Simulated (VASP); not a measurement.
## BaTiO3: single point with PBE

The system is BaTiO3.

```
Ba Ti O
1.0
     2.86307    1.65299    2.35630
    -2.86307    1.65299    2.35630
     0.00000   -3.30599    2.35630
Ba Ti O
1 1 3
Direct
  0.98373 0.98373 0.98373
  0.51919 0.51919 0.51919
  0.48839 0.48839 0.97777
  0.48839 0.97777 0.48839
  0.97777 0.48839 0.48839
```

This cell differs from its parent crystal: atom 1 (Ba) moved +0.150 Å towards its neighbour atom 2 (Ti) at 3.434 Å.

```json
{
  "Program": "VASP 6.6.1",
  "Task": "single point",
  "Functional": "PBE",
  "Potentials or basis": "VASP PAW PBE potentials, release 64 (Ba_sv, Ti_sv, O)",
  "Cutoff": "520 eV",
  "k mesh": "6 × 6 × 6",
  "Occupations": "gaussian, width 0.05 eV",
  "Spin": "no spin polarisation",
  "Dipole correction": "no",
  "Further INCAR settings": "ALGO = Normal; EDIFF = 1e-06; NBANDS = 28"
}
```

The pressure is 1.7 GPa and the largest force is 0.788 eV/Å. The band gap on the k mesh is 2.56 eV (least direct gap 3.09 eV).

Forces in eV/Å, atoms in the order of the input:
```
Ba   0.000  0.000  0.788
Ti   0.000  0.000 -0.595
O    0.000 -0.007 -0.064
O   -0.006  0.003 -0.064
O    0.006  0.003 -0.064
```

Stress tensor (GPa, compression positive):
```
1.56 0.00 0.00
0.00 1.56 0.00
0.00 0.00 2.08
```

Levels at points of the mesh, in eV from the valence-band top:
| k point | band 17 | band 18 | band 19 | band 20 | band 21 | band 22 | band 23 | band 24 |
| --- | --- | --- | --- | --- | --- | --- | --- | --- |
| (0.00, 0.00, 0.00) | -0.98 | -0.67 | -0.53 | -0.53 | 2.56 | 2.56 | 2.71 | 4.50 |
| (0.50, 0.00, 0.00) | -1.57 | -1.44 | -1.06 | -0.87 | 2.75 | 3.73 | 3.87 | 4.45 |
| (0.50, 0.50, 0.00) | -1.59 | -0.94 | -0.87 | -0.09 | 3.81 | 3.85 | 4.13 | 4.92 |
| (0.50, 0.50, 0.50) | -2.30 | -0.01 | -0.01 | 0.00 | 4.11 | 4.39 | 4.39 | 6.35 |

Wall time 2.1 min on 1 thread of Intel Xeon 8259CL, on a shared host, peak memory 0.21 GiB.

Caveat: the cell differs from its parent crystal (atom 1 (Ba) moved +0.150 Å towards its neighbour atom 2 (Ti) at 3.434 Å); spin-orbit coupling is left out, which moves the levels of the heavy elements. A k mesh can miss the band edges.
